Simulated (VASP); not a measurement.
# NaH: relaxation of cell and atoms with PBEsol

Crystal: NaH.

```xyz
4
Lattice="-1.6512 1.6512 4.9846 1.6512 -1.6512 4.9846 1.6512 1.6512 -4.9846" Properties=species:S:1:pos:R:3 pbc="T T T"
Na    0.0000    0.0000    8.8180
Na    0.0000    0.0000    1.1513
H     0.0000    0.0000    6.8604
H     0.0000    0.0000    3.1089
```

```yaml
Program: VASP 6.6.1
Task: relaxation of cell and atoms
Functional: PBEsol
Potentials_or_basis: VASP PAW PBE potentials, release 64 (Na_sv, H)
Cutoff: 1130 eV
k_mesh: 10 × 10 × 10
Occupations: fermi-dirac, width 0.03 eV
Spin: no spin polarisation
Dipole_correction: no
Further_INCAR_settings: ALGO = Normal; EDIFF = 1e-07; IBRION = 2; EDIFFG = -0.01; NSW = 100; ISIF = 3
```

```
Relaxed volume                        : 16.98 Å³/atom
Relaxed cell                          : a = 6.788 Å, b = 6.788 Å, c = 6.788 Å, α = 152.20°, β = 152.20°, γ = 39.72°
Space group after relaxing (to 0.1 Å) : I4/mmm (No. 139)
Energy gained by relaxing             : 350.4 meV/atom
Ionic steps                           : 18
Pressure after relaxing               : 0.0 GPa
Largest force after relaxing          : 0.004 eV/Å
Band gap on the k mesh                : 2.42 eV (least direct gap 3.86 eV)
```

Forces on the atoms (eV/Å):
```
Na   0.000  0.000  0.004
Na   0.000  0.000 -0.004
H    0.000  0.000 -0.001
H    0.000  0.000  0.001
```

The path:
```
step  energy change (eV)  largest force (eV/Å)  pressure (GPa)  volume (Å³)
   1              0.0000                1.5203            2.57        54.36
   2             -0.5121                1.1622            1.40        56.04
   3             -1.2318                0.4855            0.83        59.99
   4             -0.8459                0.8025            1.04        66.63
   5             -1.3766                0.0380            1.38        62.17
   6             -1.3776                0.0348            1.35        62.02
   7             -1.3776                0.0565            1.33        61.88
   8             -1.3924                0.0662            0.47        63.98
   9             -1.3948                0.0731           -0.06        65.46
  10             -1.3948                0.0725           -0.02        65.32
  11             -1.3959                0.0559            0.00        65.43
  12             -1.3979                0.0378            0.07        65.76
  13             -1.3961                0.0968            0.21        66.42
  14             -1.3982                0.0455            0.10        65.94
  15             -1.3995                0.0384            0.06        66.42
  16             -1.4015                0.0167           -0.05        67.85
  17             -1.4016                0.0114           -0.07        68.22
  18             -1.4017                0.0036            0.04        67.91
```

Final structure:
```yaml
crystal:
  lattice:
    - [-1.63077, 1.63077, 6.38410]
    - [1.63077, -1.63077, 6.38410]
    - [1.63077, 1.63077, -6.38410]
  atoms:
    - { symbol: Na, position: [0.84398, 0.84398, 0.00000] }
    - { symbol: Na, position: [0.15602, 0.15602, 0.00000] }
    - { symbol: H, position: [0.65540, 0.65540, 0.00000] }
    - { symbol: H, position: [0.34460, 0.34460, 0.00000] }
```

Levels at points of the mesh, in eV from the valence-band top:
| k point | band 7 | band 8 | band 9 | band 10 | band 11 | band 12 | band 13 | band 14 |
| --- | --- | --- | --- | --- | --- | --- | --- | --- |
| (0.00, 0.00, 0.00) | -22.39 | -22.39 | -3.65 | -1.44 | 2.42 | 8.49 | 9.19 | 11.15 |
| (0.50, 0.00, 0.00) | -22.39 | -22.39 | -1.25 | -1.03 | 3.46 | 4.34 | 6.81 | 6.98 |
| (0.50, 0.50, 0.00) | -22.45 | -22.45 | -0.15 | 0.00 | 5.05 | 5.43 | 6.58 | 7.84 |
| (0.50, 0.50, 0.50) | -22.39 | -22.39 | -3.36 | -2.11 | 3.86 | 5.99 | 10.82 | 11.00 |

Wall time 42 min on 1 thread of Intel(R) Xeon(R) 6975P-C (Granite Rapids), on a shared host, peak memory 0.67 GiB.

Caveat: the volume moved by over 15 % at a fixed basis, so the end points are rough; the PAW data sets were made with another functional, which shifts forces and pressure a little. A k mesh can miss the band edges.
